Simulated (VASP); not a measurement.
Write the native input for VASP 6.6.1 that does the following.

```
Task                   : single point
Functional             : PBE
Potentials or basis    : VASP PAW PBE potentials, release 64 (H, C)
Cutoff                 : 520 eV
k mesh                 : 3 × 3 × 1
Occupations            : gaussian, width 0.02 eV
Spin                   : no spin polarisation
Dipole correction      : no
Further INCAR settings : LREAL = Auto; ALGO = Normal; EDIFF = 1e-06; NBANDS = 68
```

The structure of H3C5 lies in POSCAR:

```
H3C5
1.0
    5.0487420000      0.0000000000      0.0000000000
    0.0000000000      5.0487420000      0.0000000000
    0.0000000000      0.0000000000     17.1355610000
H C
12 20
Direct
    0.4277868800      0.0000000000      0.0583581700
    0.0722131600      0.0000000000      0.0583581700
    0.9277869200      0.0000000000      0.0583581700
    0.5722132000      0.0000000000      0.0583581700
    0.4277868800      0.5000000400      0.0583581700
    0.0722131600      0.5000000400      0.0583581700
    0.9277869200      0.5000000400      0.0583581700
    0.5722132000      0.5000000400      0.0583581700
    0.7502013623      0.0037905668      0.3592869172
    0.2499029343      0.4961073830      0.3593189716
    0.7499738722      0.4959078354      0.3593403737
    1.2499507316      1.0036366627      0.3593210231
    0.2500000200      0.0000000000      0.0953981000
    0.7500000600      0.0000000000      0.0953981000
    0.2500000200      0.5000000400      0.0953981000
    0.7500000600      0.5000000400      0.0953981000
    0.2500000200      0.2500000200      0.1474827700
    0.7500000600      0.2500000200      0.1474827700
    0.2500000200      0.7500000600      0.1474827700
    0.7500000600      0.7500000600      0.1474827700
    0.0000241662      0.2499706009      0.1958636176
    0.4999868078      0.2499399249      0.1958693266
   -0.0000105785      0.7499563769      0.2036799674
    0.4999835529      0.7499445875      0.2036817949
   -0.0000112741      0.0165676943      0.2526186075
    0.4999780908      0.0165031533      0.2526272349
   -0.0000432263      0.4833204127      0.2526396091
    0.4999439824      0.4833059767      0.2526560055
    0.2499483948      0.0880180295      0.3001159271
    0.7499861024      0.0881052652      0.3000893471
    0.2499249585      0.4117430379      0.3001176245
    0.7499379435      0.4117153228      0.3001200361
```

One way to write it, as run:

INCAR

```
SYSTEM = H3C5
ALGO = Normal ; EDIFF = 1E-6
ENCUT = 520 ; GGA = PE
ISIF = 2 ; ISMEAR = 0
LASPH = .True. ; LCHARG = .False.
LREAL = Auto ; LWAVE = .False.
NBANDS = 68 ; NELM = 100
PREC = Accurate ; SIGMA = 0.02
```

KPOINTS

```
k-points
0
Gamma
  3 3 1
  0 0 0
```

Potentials or basis: VASP PAW PBE potentials, release 64 (H, C).

Command:

```console
$ cat potpaw_PBE.64/H/POTCAR potpaw_PBE.64/C/POTCAR > POTCAR
$ mpirun -np 1 vasp_std > vasp.out
```

It gave:

The largest force is 8.860 eV/Å. The band gap on the k mesh is 1.86 eV.

It took 9.3 min on 1 thread of AMD EPYC 7R13, on a shared host, peak memory 0.47 GiB.
